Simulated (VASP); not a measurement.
Wanted: the native input for a VASP 6.6.1 run.

- Task: single point
- Functional: PBE
- Potentials or basis: VASP PAW PBE potentials, release 64 (Rh_pv)
- Cutoff: 520 eV
- k mesh: 22 × 22 × 22
- Occupations: gaussian, width 0.15 eV
- Spin: no spin polarisation
- Dipole correction: no
- Further INCAR settings: ALGO = Normal; EDIFF = 1e-06; NBANDS = 14

The structure of Rh lies in POSCAR:

```
Rh
1.0
    0.0000000000      2.1086710251      1.3267758090
    2.1086710251      0.0000000000      1.3267758090
    2.1086710251      2.1086710251      0.0000000000
Rh
1
Direct
    0.0000000000      0.0000000000      0.0000000000
```

This cell differs from its parent crystal: volume 11.799 Å^3 an atom, c/a of the conventional cell 0.6292.

The input as run:

INCAR

```
PREC = Accurate
ENCUT = 520
EDIFF = 1E-6
ISMEAR = 0
SIGMA = 0.15
LREAL = F
LASPH = T
NELM = 100
ALGO = Normal
ISIF = 2
LWAVE = F
LCHARG = F
GGA = PE
NBANDS = 14
```

KPOINTS

```
regular mesh
0
Gamma
  22 22 22
```

Potentials or basis: VASP PAW PBE potentials, release 64 (Rh_pv).

Launch:

```console
$ cat potpaw_PBE.64/Rh_pv/POTCAR > POTCAR
$ mpirun -np 1 vasp_std > vasp.out
```

It gave:

The pressure is 78.4 GPa.

Wall time 63 s on 1 thread of Intel(R) Xeon(R) 6975P-C (Granite Rapids), with other jobs on the host, peak memory 0.24 GiB.
